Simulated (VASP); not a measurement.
# Si16O (a cell with a defect) in VASP: notebook, part 2 of 2

VASP 6.6.1.

## 3. Single point, PBE, collinear spin, zero start

File INCAR:

```
PREC     = Accurate       # precision mode
ENCUT    = 520            # plane-wave cutoff, eV
EDIFF    = 1E-7           # SCF threshold, eV
ISMEAR   = -1             # smearing method
SIGMA    = 0.05           # smearing width, eV
LREAL    = Auto         
LASPH    = T              # aspherical terms in the spheres
NELM     = 150            # most SCF steps
ALGO     = Normal         # electronic algorithm
ISIF     = 2              # what is computed and relaxed
LWAVE    = F              # write WAVECAR
LCHARG   = F              # write CHGCAR
ISPIN    = 2              # spin polarisation
MAGMOM   = 0 0 0 0 0 0 0 0 0 0 0 0 0 0 0 0 0 # initial moments
LORBIT   = 11             # projections on sites
GGA      = PE             # functional
NBANDS   = 53             # bands
```

File KPOINTS:

```
Automatic mesh
0
Gamma
  2 2 2
```

File POSCAR:

```
Si16O
1.0
    0.0000000000      5.4300000000      5.4300000000
    5.4300000000      0.0000000000      5.4300000000
    5.4300000000      5.4300000000      0.0000000000
Si O
16 1
Direct
   -0.0048987109      0.0018232044      0.0006998158
    0.1249171271      0.1257458564      0.1222099448
    0.0015469613     -0.0158747698      0.4967219153
    0.1508931860      0.0759208103      0.6291252302
    0.0016942910      0.5002762431      0.0022836096
    0.1233701657      0.6255064457      0.1304051565
    0.0414456722      0.4470810313      0.5057182320
    0.1303499079      0.6084346225      0.6283609576
    0.4988213628      0.0162983425     -0.0052854512
    0.6196685083      0.1799263352      0.0835727440
    0.5073941068      0.0461970534      0.4545580110
    0.6254327808      0.1268324125      0.6210681400
    0.4946869245      0.5514640884     -0.0257550645
    0.6272744015      0.6409392265      0.1253959484
    0.5039134438      0.4956261510      0.5016482505
    0.6704051565      0.5774033149      0.6186556169
    0.6880110497      0.8116574586      0.4340331492
```

Potentials or basis: VASP PAW PBE potentials, release 64 (Si, O).

Started as:

```
$ cat potpaw_PBE.64/Si/POTCAR potpaw_PBE.64/O/POTCAR > POTCAR
$ mpirun -np 1 vasp_std > vasp.out
```

OUTCAR:

```text
PREC = Accurate
   ENCUT = 520
   EDIFF = 1E-7
   ISMEAR = -1
   LREAL = Auto
   LASPH = T
   NELM = 150
   ISIF = 2
   ISPIN = 2
   LORBIT = 11
   GGA = PE

 ion  position               nearest neighbor table
   1  0.995  0.002  0.001-   2 2.35   4 2.35   6 2.36  10 2.38
   2  0.125  0.126  0.122-   9 2.35   5 2.35   3 2.35   1 2.35
   3  0.002  0.984  0.497-   2 2.35   4 2.35   8 2.36  12 2.36
   4  0.151  0.076  0.629-  11 2.31   7 2.33   3 2.35   1 2.35
   5  0.002  0.500  0.002-   8 2.35   2 2.35  14 2.35   6 2.35
   6  0.123  0.626  0.130-   5 2.35  13 2.35   1 2.36   7 2.38
   7  0.041  0.447  0.506-  16 2.33   4 2.33   8 2.35   6 2.38
   8  0.130  0.608  0.628-  15 2.34   5 2.35   7 2.35   3 2.36
   9  0.499  0.016  0.995-  12 2.34   2 2.35  14 2.35  10 2.36
  10  0.620  0.180  0.084-  11 2.33  13 2.33   9 2.36   1 2.38
[... 1058 lines left out ...]
      2.72890      0.02160      2.72570         0.005538      0.017206      0.000984
      4.10460      1.37800      4.06640         0.026645     -0.022764      0.005958
[... 9 lines left out ...]
      6.49460      6.99960      6.77560        -0.043676      0.069777     -0.061839
      6.76410      6.09270      8.14320        -0.038722     -0.001992      0.056235
 -----------------------------------------------------------------------------------
    total drift:                                0.004032     -0.004152     -0.005489

  FREE ENERGIE OF THE ION-ELECTRON SYSTEM (eV)
  ---------------------------------------------------
  free  energy   TOTEN  =       -92.6931856556 eV

  energy  without entropy=      -92.6919812770  energy(sigma->0) =      -92.69258347

 total charge

# of ion       s       p       d       tot
------------------------------------------
    1        0.744   0.935   0.000   1.679
    2        0.738   0.960   0.000   1.698
    3        0.740   0.948   0.000   1.689
    4        0.745   0.970   0.000   1.715
    5        0.738   0.960   0.000   1.698
    6        0.744   0.935   0.000   1.680
[... 9 lines left out ...]
   16        0.742   0.946   0.000   1.689
   17        1.576   3.600   0.000   5.176
--------------------------------------------------
tot         13.462  18.893   0.000  32.356

 magnetization (x)

# of ion       s       p       d       tot
------------------------------------------
    1       -0.000  -0.000   0.000  -0.000
    2        0.000   0.000   0.000   0.000
    3       -0.000  -0.000   0.000  -0.000
    4        0.000   0.000   0.000   0.000
    5       -0.000  -0.000   0.000  -0.000
    6        0.000   0.000   0.000   0.000
[... 9 lines left out ...]
   16       -0.000  -0.000   0.000  -0.000
   17        0.000  -0.000   0.000  -0.000
--------------------------------------------------
tot          0.000   0.000   0.000   0.000
```

Run time: 20 min. Hardware: 1 thread of Intel Xeon 8259CL, shared host; peak memory 0.71 GiB.

What came out:

- Free energy: -92.6932 eV
- Pressure: 4.4 GPa
- Largest force: 0.125 eV/Å
- Band gap on the k mesh: 0.51 eV
- Net moment: 0.00 μB per cell
- Valence electrons inside the program's atomic spheres: Si 1.68, 1.70, 1.69, 1.72, 1.71 (each value once); O 5.18

Forces in eV/Å, atoms in the order of the input:
```
Si  -0.008  0.023 -0.012
Si   0.007 -0.022 -0.044
Si  -0.029 -0.009  0.016
Si   0.019  0.016 -0.022
Si   0.006  0.017  0.001
Si   0.027 -0.023  0.006
Si  -0.019 -0.024  0.005
Si   0.017 -0.024  0.009
Si   0.022  0.010  0.008
Si  -0.034  0.013  0.015
Si   0.077 -0.084  0.052
Si   0.031  0.071 -0.001
Si   0.000  0.005 -0.015
Si  -0.012  0.029  0.026
Si  -0.021 -0.066 -0.038
Si  -0.044  0.070 -0.062
O   -0.039 -0.002  0.056
```

Stress tensor (GPa, compression positive):
```
 4.26 -1.16  1.57
-1.16  4.51 -1.08
 1.57 -1.08  4.30
```

Levels at points of the mesh, in eV from the valence-band top:
Spin up:
| k point | band 31 | band 32 | band 33 | band 34 | band 35 | band 36 | band 37 | band 38 | band 39 | band 40 |
| --- | --- | --- | --- | --- | --- | --- | --- | --- | --- | --- |
| (0.00, 0.00, 0.00) | -0.95 | -0.90 | -0.30 | -0.04 | 0.00 | 0.51 | 0.79 | 0.83 | 1.01 | 1.19 |
| (0.50, 0.00, 0.00) | -1.44 | -1.21 | -0.79 | -0.60 | -0.53 | 1.33 | 1.44 | 1.61 | 1.72 | 1.81 |
| (0.00, 0.50, 0.00) | -1.40 | -0.73 | -0.67 | -0.63 | -0.07 | 1.17 | 1.49 | 1.55 | 1.56 | 1.73 |
| (0.00, 0.00, 0.50) | -1.45 | -1.20 | -0.79 | -0.60 | -0.53 | 1.32 | 1.45 | 1.62 | 1.73 | 1.82 |
| (0.50, 0.50, 0.50) | -1.46 | -1.20 | -0.75 | -0.61 | -0.56 | 1.22 | 1.48 | 1.65 | 1.67 | 1.73 |
| (0.50, 0.50, 0.00) | -1.48 | -1.42 | -1.25 | -1.16 | -0.52 | 1.30 | 1.49 | 2.34 | 2.42 | 2.53 |
| (0.00, 0.50, 0.50) | -1.47 | -1.41 | -1.25 | -1.16 | -0.47 | 1.28 | 1.49 | 2.35 | 2.40 | 2.53 |
| (0.50, 0.00, 0.50) | -1.42 | -1.35 | -1.32 | -1.02 | -0.93 | 1.43 | 1.49 | 2.32 | 2.41 | 2.56 |
Spin down:
| k point | band 33 | band 34 | band 35 | band 36 | band 37 | band 38 |
| --- | --- | --- | --- | --- | --- | --- |
| (0.00, 0.00, 0.00) | -0.30 | -0.04 | 0.00 | 0.51 | 0.79 | 0.83 |
| (0.50, 0.00, 0.00) | -0.79 | -0.60 | -0.53 | 1.33 | 1.44 | 1.61 |
| (0.00, 0.50, 0.00) | -0.67 | -0.63 | -0.07 | 1.17 | 1.49 | 1.55 |
| (0.00, 0.00, 0.50) | -0.79 | -0.60 | -0.53 | 1.32 | 1.45 | 1.62 |
| (0.50, 0.50, 0.50) | -0.75 | -0.61 | -0.56 | 1.22 | 1.48 | 1.65 |
| (0.50, 0.50, 0.00) | -1.25 | -1.16 | -0.52 | 1.30 | 1.49 | 2.34 |
| (0.00, 0.50, 0.50) | -1.25 | -1.16 | -0.47 | 1.28 | 1.49 | 2.35 |
| (0.50, 0.00, 0.50) | -1.32 | -1.02 | -0.93 | 1.43 | 1.49 | 2.32 |

Caveat: the k points lie up to 0.50 Å⁻¹ apart.

## 4. Single point, PBE, collinear spin, zero start

Edit INCAR of step 3 so:

```diff
@@ -2,3 +2,3 @@
 ENCUT    = 520            # plane-wave cutoff, eV
-EDIFF    = 1E-7           # SCF threshold, eV
+EDIFF    = 1E-6           # SCF threshold, eV
 ISMEAR   = -1             # smearing method
```

KPOINTS is that of step 3.

File POSCAR:

```
Si16O
1.0
    0.0000000000      5.4300000000      5.4300000000
    5.4300000000      0.0000000000      5.4300000000
    5.4300000000      5.4300000000      0.0000000000
Si O
16 1
Direct
   -0.0066482505     -0.0021178637     -0.0002946593
    0.1200184162      0.1260957643      0.1198342541
   -0.0040147330     -0.0140331492      0.4944198895
    0.1513904236      0.0705248619      0.6277992634
    0.0039502762      0.5001749540      0.0030478821
    0.1262062615      0.6221915285      0.1336095764
    0.0463720074      0.4424309392      0.5081031308
    0.1301473297      0.6104235727      0.6289134438
    0.4935727440      0.0161325967     -0.0066114180
    0.6186464088      0.1772467772      0.0799723757
    0.5055064457      0.0492633517      0.4509576427
    0.6194383057      0.1328453039      0.6191436464
    0.4983057090      0.5478084715     -0.0226519337
    0.6297882136      0.6412062615      0.1267127072
    0.5044659300      0.5016298343      0.5034162063
    0.6746316759      0.5800092081      0.6201197053
    0.6970349908      0.8147882136      0.4391160221
```

Started as:

```
$ cat potpaw_PBE.64/Si/POTCAR potpaw_PBE.64/O/POTCAR > POTCAR
$ mpirun -np 1 vasp_std > vasp.out
```

Wall time 18 min (1 thread of Intel Xeon 8259CL, shared host); peak memory 0.71 GiB.

It converged, with:

```
Free energy                                           : -92.6811 eV
Pressure                                              : 4.1 GPa
Largest force                                         : 0.120 eV/Å
Band gap on the k mesh                                : 0.54 eV
Net moment                                            : 0.00 μB per cell
Valence electrons inside the program's atomic spheres : Si 1.68, 1.70, 1.69, 1.71, 1.72 (each value once); O 5.17
```

Forces in eV/Å, atoms in the order of the input:
```
Si  -0.010  0.024  0.041
Si   0.035  0.039 -0.042
Si  -0.002  0.036  0.006
Si   0.051 -0.033 -0.028
Si   0.000 -0.030 -0.015
Si  -0.042 -0.022  0.041
Si   0.023 -0.048 -0.022
Si  -0.034  0.004  0.034
Si  -0.024  0.021  0.068
Si   0.012  0.024 -0.023
Si  -0.053  0.064  0.012
Si   0.067  0.079  0.061
Si   0.030 -0.032  0.006
Si  -0.022 -0.019 -0.045
Si  -0.019 -0.106 -0.037
Si  -0.034  0.020  0.004
O    0.024 -0.021 -0.059
```

Stress tensor (GPa, compression positive):
```
 4.06 -0.94  1.55
-0.94  4.24 -1.09
 1.55 -1.09  4.01
```

Levels at points of the mesh, in eV from the valence-band top:
Spin up:
| k point | band 33 | band 34 | band 35 | band 36 | band 37 | band 38 |
| --- | --- | --- | --- | --- | --- | --- |
| (0.00, 0.00, 0.00) | -0.30 | -0.04 | 0.00 | 0.54 | 0.79 | 0.84 |
| (0.50, 0.00, 0.00) | -0.79 | -0.61 | -0.52 | 1.30 | 1.49 | 1.63 |
| (0.00, 0.50, 0.00) | -0.68 | -0.58 | -0.09 | 1.18 | 1.53 | 1.54 |
| (0.00, 0.00, 0.50) | -0.77 | -0.59 | -0.54 | 1.33 | 1.46 | 1.63 |
| (0.50, 0.50, 0.50) | -0.74 | -0.59 | -0.55 | 1.22 | 1.45 | 1.66 |
| (0.50, 0.50, 0.00) | -1.24 | -1.14 | -0.42 | 1.27 | 1.50 | 2.34 |
| (0.00, 0.50, 0.50) | -1.22 | -1.14 | -0.57 | 1.32 | 1.50 | 2.33 |
| (0.50, 0.00, 0.50) | -1.30 | -1.03 | -0.92 | 1.43 | 1.49 | 2.31 |
Spin down:
| k point | band 31 | band 32 | band 33 | band 34 | band 35 | band 36 | band 37 | band 38 | band 39 | band 40 |
| --- | --- | --- | --- | --- | --- | --- | --- | --- | --- | --- |
| (0.00, 0.00, 0.00) | -0.93 | -0.89 | -0.30 | -0.04 | 0.00 | 0.54 | 0.79 | 0.84 | 1.03 | 1.20 |
| (0.50, 0.00, 0.00) | -1.46 | -1.19 | -0.79 | -0.61 | -0.52 | 1.30 | 1.49 | 1.63 | 1.75 | 1.83 |
| (0.00, 0.50, 0.00) | -1.41 | -0.70 | -0.68 | -0.58 | -0.09 | 1.18 | 1.53 | 1.54 | 1.57 | 1.75 |
| (0.00, 0.00, 0.50) | -1.43 | -1.19 | -0.77 | -0.59 | -0.54 | 1.33 | 1.46 | 1.63 | 1.75 | 1.78 |
| (0.50, 0.50, 0.50) | -1.43 | -1.19 | -0.74 | -0.59 | -0.55 | 1.22 | 1.45 | 1.66 | 1.71 | 1.73 |
| (0.50, 0.50, 0.00) | -1.45 | -1.41 | -1.24 | -1.14 | -0.42 | 1.27 | 1.50 | 2.34 | 2.38 | 2.56 |
| (0.00, 0.50, 0.50) | -1.45 | -1.42 | -1.22 | -1.14 | -0.57 | 1.32 | 1.50 | 2.33 | 2.42 | 2.56 |
| (0.50, 0.00, 0.50) | -1.41 | -1.34 | -1.30 | -1.03 | -0.92 | 1.43 | 1.49 | 2.31 | 2.40 | 2.56 |

Caveat: the k points lie up to 0.50 Å⁻¹ apart.

## 5. Single point, PBE, collinear spin, ferromagnetic start

File INCAR:

```
SYSTEM = Si16O
PREC = Accurate ; ENCUT = 520
EDIFF = 1E-6 ; ISMEAR = -1
SIGMA = 0.05 ; LREAL = Auto
LASPH = .TRUE. ; NELM = 150
ALGO = Normal ; ISIF = 2
LWAVE = .FALSE. ; LCHARG = .FALSE.
ISPIN = 2 ; MAGMOM = 0 0 0 0 0 0 0 0 0 0 0 0 0 0 0 0 1
LORBIT = 11 ; GGA = PE
NBANDS = 53
```

File KPOINTS:

```
regular mesh
0
G
  2 2 2
  0 0 0
```

File POSCAR:

```
Si16O
1.0
    0.0000000000      5.4300000000      5.4300000000
    5.4300000000      0.0000000000      5.4300000000
    5.4300000000      5.4300000000      0.0000000000
Si O
16 1
Direct
   -0.0036495209      0.0020370900      0.0015198460
    0.1255784922      0.1257724876      0.1233541849
    0.0046598478     -0.0157502528      0.4974856958
    0.1526576043      0.0772689748      0.6301235093
    0.0028864905      0.5002188423      0.0007608104
    0.1231828647      0.6264982355      0.1290514054
    0.0368345205      0.4485498314      0.5041323554
    0.1268590874      0.6088684323      0.6267976660
    0.4995282472      0.0152001481      0.0007848273
    0.6220988432      0.1813442349      0.0850750708
    0.5099703242      0.0471999797      0.4569390269
    0.6289530624      0.1224964561      0.6271115719
    0.4947066988      0.5529876224     -0.0289816146
    0.6284407382      0.6398634366      0.1237679510
    0.5007077550      0.4922014431      0.4996226724
    0.6654505975      0.5783319980      0.6145664322
    0.6845786472      0.8125832398      0.4292397887
```

Started as:

```
$ cat potpaw_PBE.64/Si/POTCAR potpaw_PBE.64/O/POTCAR > POTCAR
$ mpirun -np 1 vasp_std > vasp.out
```

Run time: 18 min. Hardware: 1 thread of Intel Xeon 8259CL, shared host; peak memory 0.71 GiB.

Results (log left out):

| Property | Result |
| --- | --- |
| Free energy | -92.6932 eV |
| Pressure | 4.3 GPa |
| Largest force | 0.081 eV/Å |
| Band gap on the k mesh | 0.48 eV |
| Net moment | 0.00 μB per cell |
| Valence electrons inside the program's atomic spheres | Si 1.68, 1.70, 1.69, 1.72, 1.71 (each value once); O 5.17 |

Forces in eV/Å, atoms in the order of the input:
```
Si  -0.016  0.000  0.018
Si   0.009  0.005 -0.004
Si  -0.009 -0.009 -0.011
Si  -0.001  0.008  0.025
Si   0.015 -0.015 -0.010
Si  -0.018  0.012  0.002
Si   0.025 -0.016 -0.022
Si  -0.011  0.034  0.019
Si  -0.031 -0.028  0.033
Si   0.037 -0.002 -0.042
Si  -0.002 -0.055  0.018
Si   0.014 -0.023 -0.010
Si  -0.009 -0.022  0.014
Si  -0.005  0.013 -0.010
Si   0.012  0.002  0.003
Si  -0.025  0.076 -0.007
O    0.015  0.018 -0.016
```

Stress tensor (GPa, compression positive):
```
 4.14 -1.23  1.51
-1.23  4.54 -1.08
 1.51 -1.08  4.19
```

Levels at points of the mesh, in eV from the valence-band top:
Spin up:
| k point | band 31 | band 32 | band 33 | band 34 | band 35 | band 36 | band 37 | band 38 | band 39 | band 40 |
| --- | --- | --- | --- | --- | --- | --- | --- | --- | --- | --- |
| (0.00, 0.00, 0.00) | -0.97 | -0.93 | -0.33 | -0.06 | 0.00 | 0.48 | 0.79 | 0.82 | 0.98 | 1.18 |
| (0.50, 0.00, 0.00) | -1.43 | -1.23 | -0.79 | -0.61 | -0.56 | 1.33 | 1.42 | 1.58 | 1.71 | 1.78 |
| (0.00, 0.50, 0.00) | -1.40 | -0.76 | -0.68 | -0.65 | -0.06 | 1.15 | 1.44 | 1.55 | 1.58 | 1.71 |
| (0.00, 0.00, 0.50) | -1.45 | -1.21 | -0.80 | -0.63 | -0.53 | 1.32 | 1.43 | 1.58 | 1.70 | 1.81 |
| (0.50, 0.50, 0.50) | -1.48 | -1.23 | -0.75 | -0.63 | -0.56 | 1.21 | 1.48 | 1.58 | 1.67 | 1.74 |
| (0.50, 0.50, 0.00) | -1.50 | -1.43 | -1.26 | -1.18 | -0.57 | 1.30 | 1.47 | 2.33 | 2.42 | 2.49 |
| (0.00, 0.50, 0.50) | -1.51 | -1.43 | -1.27 | -1.19 | -0.44 | 1.25 | 1.47 | 2.33 | 2.39 | 2.49 |
| (0.50, 0.00, 0.50) | -1.45 | -1.37 | -1.34 | -1.00 | -0.94 | 1.42 | 1.48 | 2.31 | 2.41 | 2.55 |
Spin down:
| k point | band 31 | band 32 | band 33 | band 34 | band 35 | band 36 | band 37 | band 38 | band 39 | band 40 |
| --- | --- | --- | --- | --- | --- | --- | --- | --- | --- | --- |
| (0.00, 0.00, 0.00) | -0.97 | -0.93 | -0.33 | -0.06 | 0.00 | 0.48 | 0.79 | 0.82 | 0.98 | 1.18 |
| (0.50, 0.00, 0.00) | -1.43 | -1.23 | -0.79 | -0.61 | -0.56 | 1.33 | 1.42 | 1.58 | 1.71 | 1.78 |
| (0.00, 0.50, 0.00) | -1.40 | -0.76 | -0.68 | -0.65 | -0.06 | 1.15 | 1.44 | 1.55 | 1.58 | 1.71 |
| (0.00, 0.00, 0.50) | -1.45 | -1.21 | -0.80 | -0.63 | -0.53 | 1.32 | 1.43 | 1.58 | 1.70 | 1.81 |
| (0.50, 0.50, 0.50) | -1.48 | -1.23 | -0.75 | -0.63 | -0.56 | 1.21 | 1.48 | 1.58 | 1.67 | 1.74 |
| (0.50, 0.50, 0.00) | -1.50 | -1.43 | -1.26 | -1.18 | -0.57 | 1.30 | 1.47 | 2.33 | 2.42 | 2.49 |
| (0.00, 0.50, 0.50) | -1.51 | -1.43 | -1.27 | -1.19 | -0.44 | 1.25 | 1.47 | 2.33 | 2.39 | 2.49 |
| (0.50, 0.00, 0.50) | -1.45 | -1.37 | -1.34 | -1.00 | -0.94 | 1.42 | 1.48 | 2.31 | 2.41 | 2.55 |

Caveat: the k points lie up to 0.50 Å⁻¹ apart.

## 6. The runs side by side

```tsv
spin	cell	gap on the mesh (eV)	pressure (GPa)	moment (μB)	largest force (eV/Å)
collinear, zero start	as given, atomic positions A	0.49	4.4	0.00	0.09
collinear, zero start	as given, atomic positions B	0.51	4.4	0.00	0.13
collinear, zero start	as given, atomic positions C	0.54	4.1	0.00	0.12
collinear, ferromagnetic start	as given, atomic positions D	0.48	4.3	0.00	0.08
```

Alike in all rows: task single point; level PBE; potentials or basis VASP PAW PBE potentials, release 64 (Si, O); k mesh 2 × 2 × 2; cutoff (eV) 520; smearing fermi-dirac 0.05 eV.

Caveats: all runs use coarse meshes.

Absolute energies hang on the potentials; compare differences alone.
